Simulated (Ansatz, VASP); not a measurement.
HfZrS4: VASP beside Ansatz

```
Zr Hf S
1.0
     5.81283    0.00000    0.00000
     0.00000    3.60694    0.00000
     0.00000    0.00000    6.24740
Zr Hf S
1 1 4
Cartesian
  0.0000 0.0000 0.0000
  0.0000 1.8035 3.1237
  4.3643 1.8035 1.0412
  4.3643 0.0000 4.1649
  1.4486 1.8035 5.2062
  1.4486 0.0000 2.0825
```

Alike in both runs: task relaxation of cell and atoms; functional PBE; k mesh 4 × 6 × 4; occupations gaussian, width 0.1 eV; no spin polarisation.

|  | VASP | Ansatz |
| --- | --- | --- |
| version | VASP 6.6.1 | Ansatz 0.2.0 |
| potentials or method | VASP PAW PBE potentials, release 64 (Zr_sv, Hf_pv, S), cutoff 600 eV | scalar-relativistic, plane waves, PAW |
| valence electrons in the cell | 46 | 62 |

|  | VASP | Ansatz | Ansatz less VASP |
| --- | --- | --- | --- |
| gap on the k mesh at the Fermi level, each at its own relaxed structure (eV) | 1.13 | 1.12 | -0.005 |
| relaxed volume (Å³/atom) | 25.82 | 25.37 | -0.453 |
| relaxed cell length with the largest relative difference (Å) | 6.655 | 6.531 | -0.1242 |

VASP's potentials hold 46 valence electrons a cell and Ansatz's 62, so a difference there can come from the potentials and not from the codes.

Spin-orbit coupling is off throughout. Noted on VASP's run: the volume moved by over 15 % at a fixed basis, so the end points are rough.
